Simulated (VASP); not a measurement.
CdF2:

```
CELL_PARAMETERS angstrom
3.66093 0.00000 0.00000
-1.83047 3.17046 0.00000
0.00000 0.00000 7.13328
ATOMIC_POSITIONS crystal
Cd 0.66667 0.33333 0.66528
Cd 0.33333 0.66667 0.16528
F 0.00000 0.00000 0.77611
F 0.33333 0.66667 0.52484
F 0.66667 0.33333 0.02484
F 0.00000 0.00000 0.27611
```

Base run:

- Program: VASP 6.6.1
- Functional: PBE
- Dispersion: D3(BJ)
- Potentials or basis: VASP PAW PBE potentials, release 64 (Cd, F)
- Cutoff: 520 eV
- k mesh: 6 × 6 × 4
- Occupations: gaussian, width 0.02 eV
- Spin: no spin polarisation

Its results: band gap on the k mesh 2.81 eV, indirect (least direct gap 2.94 eV); pressure 0.7 GPa; largest force 0.059 eV/Å.

Question: The run is repeated on the same cell with these changes: potentials or basis from VASP PAW PBE potentials, release 64 (Cd, F) to VASP PAW PBE potentials, release 64 (Cd_sv_GW, F); cutoff from 520 eV to 600 eV; further incar settings from ALGO = Normal; EDIFF = 1e-07; NBANDS = 35 to ALGO = Normal; EDIFF = 1e-06; NBANDS = 43; valence electrons from 52 to 68. What comes out?

Answer: Band gap on the k mesh 2.83 eV, indirect (least direct gap 2.96 eV); pressure -0.7 GPa; largest force 0.005 eV/Å.

A k mesh can miss the band edges.
